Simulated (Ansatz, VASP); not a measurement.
**Two plane-wave programs on VN**

```
V N
1.0
     0.00000    2.05834    2.05834
     2.05834    0.00000    2.05834
     2.05834    2.05834    0.00000
V N
1 1
Direct
  0.00000 0.00000 0.00000
  0.50000 0.50000 0.50000
```

Alike in both runs: functional PBE; k mesh 22 × 22 × 22; occupations gaussian, width 0.1 eV; collinear spin.

Ansatz relaxed the structure, and its values are those at the end. VASP's run is a single point on that final structure, the one shown.

|  | VASP | Ansatz |
| --- | --- | --- |
| version | VASP 6.6.1 | Ansatz 0.2.0 |
| potentials or method | VASP PAW PBE potentials, release 64 (V_sv, N), cutoff 600 eV | scalar-relativistic, plane waves, PAW |
| valence electrons in the cell | 18 | 18 |

VASP gave:

- gap on the k mesh at the Fermi level (eV): none
- pressure (GPa): 0.6
- net moment per atom (μB): 0.00

**Question.** Which values does Ansatz return?

**Answer.** gap on the k mesh at the Fermi level (eV): none; pressure (GPa): 0.0; net moment per atom (μB): 0.00.

A gap of «none» marks a metal or a gap that the smearing closes. Ansatz's warnings: seeded moment not kept.
